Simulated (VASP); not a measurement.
# C (R-3m) in VASP: relaxation of cell and atoms with PBE

Aim: the relaxation of cell and atoms of C with PBE.

All numbers are computed with VASP 6.6.1; they aren't measurements. Logs are shortened: lines on timing, memory, paths and dates and some standing lists are left out, and cuts for length are marked.

### 1 The cell of the first run

Symmetry: R-3m, No. 166, trigonal system. Conventional cell: a = 2.467 Å, b = 2.467 Å, c = 12.641 Å, α = 90.00°, β = 90.00°, γ = 120.00°. Within 1.9 Å of C (site symmetry 3m) lie 3 C at 1.42 Å.

### 2 Relaxation of cell and atoms, PBE

File INCAR:

```
PREC = Accurate
ENCUT = 600
EDIFF = 1E-6
ISMEAR = 0
SIGMA = 0.01
LREAL = F
LASPH = T
NELM = 100
ALGO = Normal
ISIF = 3
LWAVE = F
LCHARG = F
GGA = PE
IBRION = 2
NSW = 100
EDIFFG = -0.005
```

File KPOINTS:

```
Automatic mesh
0
Gamma
  18 18 18
```

File POSCAR:

```
C
1.0
    1.2332564911      0.7120209671      4.2136690793
   -1.2332564911      0.7120209671      4.2136690793
    0.0000000000     -1.4240419343      4.2136690793
C
2
Direct
    0.1666601572      0.1666601572      0.1666601572
    0.8333398428      0.8333398428      0.8333398428
```

Potentials or basis: VASP PAW PBE potentials, release 64 (C).

On the command line:

```
$ cat potpaw_PBE.64/C/POTCAR > POTCAR
$ mpirun -np 1 vasp_std > vasp.out
```

OUTCAR:

```text
PREC = Accurate
   ENCUT = 600
   EDIFF = 1E-6
   ISMEAR = 0
   LREAL = F
   LASPH = T
   NELM = 100
   ISIF = 3
   GGA = PE
   IBRION = 2
   NSW = 100
   EDIFFG = -0.005

 ion  position               nearest neighbor table
   1  0.167  0.167  0.167-   2 1.42   2 1.42   2 1.42
   2  0.833  0.833  0.833-   1 1.42   1 1.42   1 1.42

  LATTYP: Found a trigonal (rhomboedric) cell.
 ALAT       =     4.4477974932
 COS(alpha) =     0.8462387842

  Lattice vectors:

 A1 = (   1.2332564911,   0.7120209671,   4.2136690793)
 A2 = (  -1.2332564911,   0.7120209671,   4.2136690793)
 A3 = (   0.0000000000,  -1.4240419343,   4.2136690793)

Analysis of symmetry for initial positions (statically):
=====================================================================
 Subroutine PRICEL returns:
 Original cell was already a primitive cell.

 Routine SETGRP: Setting up the symmetry group for a
 trigonal (rhombohedral) supercell.

 Subroutine GETGRP returns: Found 12 space group operations
 (whereof 12 operations were pure point group operations)
 out of a pool of 12 trial point group operations.

The static configuration has the point symmetry D_3d.

Analysis of symmetry for dynamics (positions and initial velocities):
=====================================================================
 Subroutine PRICEL returns:
 Original cell was already a primitive cell.

 Routine SETGRP: Setting up the symmetry group for a
 trigonal (rhombohedral) supercell.

 Subroutine GETGRP returns: Found 12 space group operations
 (whereof 12 operations were pure point group operations)
 out of a pool of 12 trial point group operations.

The dynamic configuration has the point symmetry D_3d.

 Subroutine INISYM returns: Found 12 space group operations
 (whereof 12 operations are pure point group operations),
 and found     1 'primitive' translations

----------------------------------------------------------------------------------------

                                     Primitive cell

  volume of cell :      22.2003

  direct lattice vectors                    reciprocal lattice vectors
     1.233256491  0.712020967  4.213669079     0.405430666  0.234075504  0.079107620
    -1.233256491  0.712020967  4.213669079    -0.405430666  0.234075504  0.079107620
     0.000000000 -1.424041934  4.213669079     0.000000000 -0.468151008  0.079107620

  length of vectors
     4.447797493  4.447797493  4.447797493     0.474787723  0.474787723  0.474787723

  position of ions in fractional coordinates (direct lattice)
     0.166660157  0.166660157  0.166660157
     0.833339843  0.833339843  0.833339843

  ion indices of the primitive-cell ions
   primitive index   ion index
                 1           1
                 2           2

----------------------------------------------------------------------------------------

 KPOINTS: Automatic mesh

Automatic generation of k-mesh.
 Grid dimensions read from file:
 generate k-points for:   18   18   18

 Generating k-lattice:

  Cartesian coordinates                     Fractional coordinates (reciprocal lattice)
     0.022523926  0.013004195  0.004394868     0.055555556  0.000000000  0.000000000
    -0.022523926  0.013004195  0.004394868     0.000000000  0.055555556  0.000000000
     0.000000000 -0.026008389  0.004394868     0.000000000  0.000000000  0.055555556

  Length of vectors
     0.026377096  0.026377096  0.026377096

  Shift w.r.t. Gamma in fractional coordinates (k-lattice)
     0.000000000  0.000000000  0.000000000

 Subroutine IBZKPT returns following result:
 ===========================================

 Found    580 irreducible k-points:

 Following reciprocal coordinates:
            Coordinates               Weight
  0.000000  0.000000  0.000000      1.000000
  0.055556  0.000000  0.000000      6.000000
  0.111111  0.000000  0.000000      6.000000
  0.166667  0.000000  0.000000      6.000000
  0.222222  0.000000  0.000000      6.000000
  0.277778  0.000000  0.000000      6.000000
[... 16 lines left out ...]
 -0.277778  0.055556 -0.000000     12.000000
 -0.222222  0.055556 -0.000000     12.000000
 [... further k-points ...]
   k-points           NKPTS =    580   k-points in BZ     NKDIM =    580   number of bands    NBANDS=      8
   number of dos      NEDOS =    301   number of ions     NIONS =      2
   total plane-waves  NPLWV =  46656
   dimension x,y,z NGX =    36 NGY =   36 NGZ =   36
   dimension x,y,z NGXF=    72 NGYF=   72 NGZF=   72
   ions per type =               2
   NGX,Y,Z   is equivalent  to a cutoff of  13.46, 13.46, 13.46 a.u.
   NGXF,Y,Z  is equivalent  to a cutoff of  26.91, 26.91, 26.91 a.u.
 SYSTEM =  unknown system
   PREC   = accura    normal or accurate (medium, high low for compatibility)
   ISTART =      0    job   : 0-new  1-cont  2-samecut
   ICHARG =      2    charge: 1-file 2-atom 10-const
   ISPIN  =      1    spin polarized calculation?
   LNONCOLLINEAR =      F non collinear calculations
   LSORBIT =      F    spin-orbit coupling
   LASPH  =      T    aspherical Exc in radial PAW
   ENCUT  =  600.0 eV  44.10 Ry    6.64 a.u.   8.88  8.88  8.88*2*pi/ulx,y,z
   NELM   =    100;   NELMIN=  2; NELMDL= -5     # of ELM steps
   EDIFF  = 0.1E-05   stopping-criterion for ELM
   LREAL  =      F    real-space projection
   EDIFFG = -.5E-02   stopping-criterion for IOM
   NSW    =    100    number of steps for IOM
   IBRION =      2    ionic relax: 0-MD 1-quasi-New 2-CG
   NFREE  =      1    steps in history (QN), initial steepest desc. (CG)
   ISIF   =      3    stress and relaxation
   ISYM   =      2    0-nonsym 1-usesym 2-fastsym
   POTIM  = 0.5000    time-step for ionic-motion
   TEBEG  =    0.0;   TEEND  =   0.0 temperature during run
   PSTRESS=    0.0 pullay stress
   NELECT =       8.0000    total number of electrons
   NUPDOWN=      -1.0000    fix difference up-down
   EMIN   =  10.00;   EMAX   =-10.00  energy-range for DOS
   EFERMI =   0.00;   METHOD = LEGACY
   ISMEAR =     0;   SIGMA  =   0.01  broadening in eV -4-tet -1-fermi 0-gaus
   EFERMI_NEDOS =   21; number of points for ismear=-14 and -15
   IALGO  =     38    algorithm
   IMIX   =      4    mixing-type and parameters
     AMIX     =   0.40;   BMIX     =  1.00
     AMIX_MAG =   1.60;   BMIX_MAG =  1.00
  volume/ion in A,a.u.               =      11.10        74.91
  Fermi-wavevector in a.u.,A,eV,Ry     =   1.164981  2.201495 18.465567  1.357181
  Thomas-Fermi vector in A             =   2.301512
   LORBIT       =      0    0 simple, 1 ext, 2 COOP (PROOUT), +10 PAW based schemes
   GGA     = PE    functional components
   LHFCALC =     F    Hartree Fock is set to
   AEXX    =    0.0000 exact exchange contribution
   IVDW    =     0    specifies the selected vdW correction
   LEPSILON=     F    determine dielectric tensor
   LRPA    =     F    only Hartree local field effects (RPA)
 conjugate gradient relaxation of ions
 non-spin polarized calculation
 Gauss-broadening in eV      SIGMA  =   0.01
  energy-cutoff  :      600.00
  volume of cell :       22.20
 maximum number of plane-waves:       761
   NGX = 17   NGY = 17   NGZ = 17

--------------------------------------- Ionic step        1  -------------------------------------------

 number of electron       8.0000000 magnetization

 Free energy of the ion-electron system (eV)
  ---------------------------------------------------
  ext. energy  EPLUGINS =         0.00000000
  ---------------------------------------------------
  free energy    TOTEN  =       -18.45681487 eV

  energy without entropy =      -18.45681487  energy(sigma->0) =      -18.45681487

------------------------ aborting loop because EDIFF is reached ----------------------------------------

  FORCE on cell =-STRESS in cart. coord.  units (eV):
  Direction    XX          YY          ZZ          XY          YZ          ZX
  --------------------------------------------------------------------------------------
  -------------------------------------------------------------------------------------
  Total        0.0206641      0.0206641     -0.0256619     -0.0000000      0.0000000      0.0000000
  in kB        1.4913146      1.4913146     -1.8519990     -0.0000000      0.0000000      0.0000000
  external PRESSURE =       0.3768767 kB  Pullay stress =       0.0000000 kB
[... 89 lines left out ...]
  FREE ENERGIE OF THE ION-ELECTRON SYSTEM (eV)
  ---------------------------------------------------
  free  energy   TOTEN  =       -18.4568263361 eV

  energy  without entropy=      -18.4568263361  energy(sigma->0) =      -18.45682634

[... ionic steps 4 to 23 ...]

--------------------------------------- Ionic step       24  -------------------------------------------

 number of electron       8.0000000 magnetization

------------------------ aborting loop because EDIFF is reached ----------------------------------------

  FORCE on cell =-STRESS in cart. coord.  units (eV):
  Direction    XX          YY          ZZ          XY          YZ          ZX
  --------------------------------------------------------------------------------------
  -------------------------------------------------------------------------------------
  Total        0.0690940      0.0690940      0.0075164      0.0000000     -0.0000000      0.0000000
  in kB        5.3492221      5.3492221      0.5819152      0.0000000     -0.0000000      0.0000000
  external PRESSURE =       3.7601198 kB  Pullay stress =       0.0000000 kB
[... 57 lines left out ...]
  energy  without entropy=      -18.4580314753  energy(sigma->0) =      -18.45803148

--------------------------------------- Ionic step       26  -------------------------------------------

 number of electron       8.0000000 magnetization

 Free energy of the ion-electron system (eV)
  ---------------------------------------------------
  ext. energy  EPLUGINS =         0.00000000
  ---------------------------------------------------
  free energy    TOTEN  =       -18.45803163 eV

  energy without entropy =      -18.45803163  energy(sigma->0) =      -18.45803163

 E-fermi :   3.4036     XC(G=0):  -9.2331

 val. band max:        3.2511967309   @ k =  -0.3333   0.3333   0.0000
 cond. band min:       3.4878038620   @ k =  -0.3333   0.3333   0.0000
 fundamental gap:      0.2366071311
 Fermi energy:         3.4036236485

 k-point     1 :       0.0000    0.0000    0.0000
  band No.  band energies     occupation
      1     -16.1793      2.00000
      2      -3.8220      2.00000
      3       0.3308      2.00000
      4       0.3308      2.00000
      5       6.7206      0.00000
      6      11.6822      0.00000
      7      11.6822      0.00000
      8      14.7607      0.00000
[... 243 lines left out ...]
 k-point    24 :      -0.2222    0.0556   -0.0000
  band No.  band energies     occupation
      1     -14.6550      2.00000
      2      -4.0613      2.00000
      3      -2.0943      2.00000
      4      -1.8956      2.00000
      5       8.7668      0.00000
      6      10.4902      0.00000
      7      11.7638      0.00000
      8      16.2488      0.00000

 [... further k-points ...]

------------------------ aborting loop because EDIFF is reached ----------------------------------------

  FORCE on cell =-STRESS in cart. coord.  units (eV):
  Direction    XX          YY          ZZ          XY          YZ          ZX
  --------------------------------------------------------------------------------------
  -------------------------------------------------------------------------------------
  Total        0.0015928      0.0015928      0.0024766      0.0000000     -0.0000000      0.0000000
  in kB        0.1230206      0.1230206      0.1912723      0.0000000     -0.0000000      0.0000000
  external PRESSURE =       0.1457712 kB  Pullay stress =       0.0000000 kB
[... 17 lines left out ...]
  FREE ENERGIE OF THE ION-ELECTRON SYSTEM (eV)
  ---------------------------------------------------
  free  energy   TOTEN  =       -18.4580316310 eV

  energy  without entropy=      -18.4580316310  energy(sigma->0) =      -18.45803163

 reached required accuracy - stopping structural energy minimisation
```

Wall time 20 min (1 thread of AMD EPYC 9R45 (Zen 5), shared host); peak memory 0.25 GiB.

Results:

| Quantity | Value |
| --- | --- |
| Free energy | -18.4580 eV |
| Relaxed volume | 10.37 Å³/atom |
| Relaxed cell | a = 4.187 Å, b = 4.187 Å, c = 4.187 Å, α = 34.26°, β = 34.26°, γ = 34.26° |
| Space group after relaxing (to 0.1 Å) | R-3m (No. 166) |
| Energy gained by relaxing | 0.6 meV/atom |
| Ionic steps | 26 |
| Pressure after relaxing | 0.0 GPa |

The path:
```
step  energy change (eV)  largest force (eV/Å)  pressure (GPa)  volume (Å³)
   1              0.0000                0.0001            0.04        22.20
   2              0.0000                0.0001           -0.30        22.21
   3              0.0000                0.0000           -0.17        22.21
   4              0.0000                0.0001           -0.17        22.19
   5             -0.0001                0.0003           -0.21        22.16
   6             -0.0002                0.0008           -0.38        22.09
   7             -0.0003                0.0016           -0.64        21.96
   8             -0.0003                0.0016           -0.66        21.96
   9             -0.0003                0.0016           -0.62        21.94
  10             -0.0003                0.0016           -0.56        21.91
  11             -0.0004                0.0017           -0.42        21.85
  12             -0.0006                0.0017           -0.25        21.74
  13             -0.0008                0.0017            0.27        21.50
  14             -0.0008                0.0018            0.42        21.44
  15             -0.0009                0.0015            0.44        21.37
  16             -0.0009                0.0014            0.34        21.37
  17             -0.0009                0.0014            0.38        21.35
  18             -0.0009                0.0013            0.40        21.33
  19             -0.0010                0.0011            0.42        21.28
  20             -0.0010                0.0006            0.37        21.18
  21             -0.0011                0.0001            0.28        20.98
  22             -0.0012                0.0016            0.37        20.58
  23             -0.0012                0.0012            0.33        20.71
  24             -0.0012                0.0012            0.38        20.69
  25             -0.0012                0.0004           -0.06        20.75
  26             -0.0012                0.0005            0.01        20.74
```

Final structure:
```
C
1.0
     1.23331    0.71205    3.93709
    -1.23331    0.71205    3.93709
     0.00000   -1.42410    3.93709
C
2
Direct
  0.16665 0.16665 0.16665
  0.83335 0.83335 0.83335
```

Caveat: this functional lacks dispersion, which binds the layers, so the pressure and a relaxed spacing across them are unreliable.
